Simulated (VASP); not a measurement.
# WSe2 (P6_3/mmc) in VASP: further runs, part 2 of 2

VASP 6.6.1.

## (3) Phonons, PBE+D3(BJ)

The input, INCAR:

```
ALGO = Normal
EDIFF = 1E-8
ENCUT = 520
GGA = PE
IBRION = 6
ISIF = 2
ISMEAR = 0
IVDW = 12
LASPH = T
LCHARG = F
LREAL = F
LWAVE = F
NBANDS = 35
NELM = 80
NFREE = 2
NSW = 1
POTIM = 0.015
PREC = Accurate
SIGMA = 0.01
```

The input, KPOINTS:

```
k-points
0
Gamma
  9 9 2
```

The input, POSCAR:

```
WSe2
1.0
    3.2790155971      0.0000000000      0.0000000000
   -1.6395077986      2.8397108065      0.0000000000
    0.0000000000      0.0000000000     12.7880982171
W Se
2 4
Direct
    0.3333333333      0.6666666667      0.2500000000
    0.6666666667      0.3333333333      0.7500000000
    0.3333333333      0.6666666667      0.6182917160
    0.6666666667      0.3333333333      0.1182917160
    0.3333333333      0.6666666667      0.8817082840
    0.6666666667      0.3333333333      0.3817082840
```

Potentials or basis: VASP PAW PBE potentials, release 64 (W_sv, Se).

Run with:

```console
> cat potpaw_PBE.64/W_sv/POTCAR potpaw_PBE.64/Se/POTCAR > POTCAR
> mpirun -np 1 vasp_std > vasp.out
```

OUTCAR:

```text
EDIFF = 1E-8
   ENCUT = 520
   GGA = PE
   IBRION = 6
   ISIF = 2
   ISMEAR = 0
   IVDW = 12
   LASPH = T
   LREAL = F
   NELM = 80
   NFREE = 2
   NSW = 1
   POTIM = 0.015
   PREC = Accurate
 IVDW          = 12

 ion  position               nearest neighbor table
   1  0.333  0.667  0.250-   4 2.53   6 2.53   4 2.53   6 2.53   4 2.53   6 2.53
   2  0.667  0.333  0.750-   3 2.53   5 2.53   3 2.53   5 2.53   3 2.53   5 2.53
   3  0.333  0.667  0.618-   2 2.53   2 2.53   2 2.53
   4  0.667  0.333  0.118-   1 2.53   1 2.53   1 2.53
   5  0.333  0.667  0.882-   2 2.53   2 2.53   2 2.53
   6  0.667  0.333  0.382-   1 2.53   1 2.53   1 2.53

  LATTYP: Found a hexagonal cell.
 ALAT       =     3.2790155971
 C/A-ratio  =     3.8999809054

  Lattice vectors:

 A1 = (   3.2790155971,   0.0000000000,   0.0000000000)
 A2 = (  -1.6395077986,   2.8397108065,   0.0000000000)
 A3 = (   0.0000000000,   0.0000000000,  12.7880982171)

[... 1502 lines left out ...]

  energy  without entropy=      -45.9292259477  energy(sigma->0) =      -45.92922595

 INTERNAL STRAIN TENSORS FROM DISPLACED ATOMS
 ============================================

 INTERNAL STRAIN TENSOR FOR ION    1 for displacements in x,y,z  (eV/Angst):
          X           Y           Z          XY          YZ          ZX
  --------------------------------------------------------------------------------
  x     0.00000    -0.00000     0.00000    -7.32597     0.00000     0.00000
  y    -7.32597     7.32597     0.00000    -0.00000     0.00000     0.00000
  z    -0.00000     0.00000     0.00000     0.00000    -0.00000    -0.00000

 INTERNAL STRAIN TENSOR FOR ION    6 for displacements in x,y,z  (eV/Angst):
          X           Y           Z          XY          YZ          ZX
  --------------------------------------------------------------------------------
  x    -0.00000     0.00000     0.00000     3.82555     0.00000   -13.73053
  y     3.82555    -3.82555     0.00000     0.00000   -13.73054     0.00000
  z   -10.79028   -10.79028   -27.45124     0.00000    -0.00000     0.00000

 Eigenvectors and eigenvalues of the dynamical matrix
 ----------------------------------------------------

   1 f  =    9.192144 THz    57.755944 2PiTHz  306.616921 cm-1    38.015636 meV
             X         Y         Z           dx          dy          dz
     -0.000000  1.893141  3.197025    -0.000000    0.000000   -0.472877
      1.639508  0.946570  9.591074     0.000000    0.000000    0.472877
     -0.000000  1.893141  7.906775    -0.000000   -0.000000   -0.371744
      1.639508  0.946570  1.512726     0.000000   -0.000000    0.371744
     -0.000000  1.893141 11.275372    -0.000000   -0.000000   -0.371744
      1.639508  0.946570  4.881323     0.000000   -0.000000    0.371744
[... 145 lines left out ...]
  18 f/i=    0.001240 THz     0.007789 2PiTHz    0.041350 cm-1     0.005127 meV
             X         Y         Z           dx          dy          dz
     -0.000000  1.893141  3.197025    -0.000000    0.000000    0.518686
      1.639508  0.946570  9.591074    -0.000000    0.000000    0.518686
     -0.000000  1.893141  7.906775    -0.000000    0.000000    0.339827
      1.639508  0.946570  1.512726    -0.000000    0.000000    0.339827
     -0.000000  1.893141 11.275372    -0.000000    0.000000    0.339827
      1.639508  0.946570  4.881323    -0.000000    0.000000    0.339827

 ELASTIC MODULI CONTR FROM IONIC RELAXATION (kBar)
 Direction    XX          YY          ZZ          XY          YZ          ZX
 --------------------------------------------------------------------------------
 XX        -425.0928   -256.2554   -866.6993      0.0000     -0.0000     -0.0000
 YY        -256.2554   -425.0928   -866.6993      0.0000     -0.0000      0.0000
 ZZ        -866.6993   -866.6993  -2204.9450      0.0000     -0.0000     -0.0000
 XY           0.0000      0.0000      0.0000    -84.4187     -0.0000     -0.0000
 YZ          -0.0000     -0.0000     -0.0000      0.0000  -1161.6566      0.0000
 ZX           0.0000     -0.0000     -0.0000     -0.0000      0.0000  -1161.6544
 --------------------------------------------------------------------------------
```

OSZICAR:

```text
N       E                     dE             d eps       ncg     rms          rms(c)
DAV:   1     0.501784385369E+03    0.50178E+03   -0.27689E+04  1864   0.144E+03
DAV:   2    -0.135165953759E+02   -0.51530E+03   -0.49819E+03  1955   0.395E+02
DAV:   3    -0.442768244662E+02   -0.30760E+02   -0.30248E+02  2061   0.899E+01
DAV:   4    -0.449645814291E+02   -0.68776E+00   -0.68404E+00  2012   0.133E+01
[... 107 lines left out ...]
DAV:   6    -0.430761579147E+02    0.21571E-06   -0.42263E-06  1906   0.936E-03    0.441E-03
DAV:   7    -0.430761579536E+02   -0.38882E-07   -0.49108E-07  2058   0.299E-03    0.226E-03
DAV:   8    -0.430761578640E+02    0.89629E-07   -0.43341E-08  1834   0.168E-03    0.814E-04
DAV:   9    -0.430761578737E+02   -0.97043E-08   -0.22178E-08  1484   0.820E-04
   9 F= -.45929226E+02 E0= -.45929226E+02  d E =-.136475-164
```

Run time: 20 min. Hardware: 1 thread of Oxide Virtual Turin-like, shared host; peak memory 0.56 GiB.

Results:

```yaml
Highest_phonon_frequency_at_Γ_LO-TO_splitting_left_out: 307 cm⁻¹
Dispersion_energy_per_atom: -0.476 eV
```

Phonon frequencies in cm⁻¹ (negative: imaginary):
| q point | frequencies |
| --- | --- |
| (0.000, 0.000, 0.000) | 0 0 0 26 26 45 171 171 173 173 243 243 243 243 246 252 303 307 |

Caveat: spin-orbit coupling is left out, which moves the levels of the heavy elements.
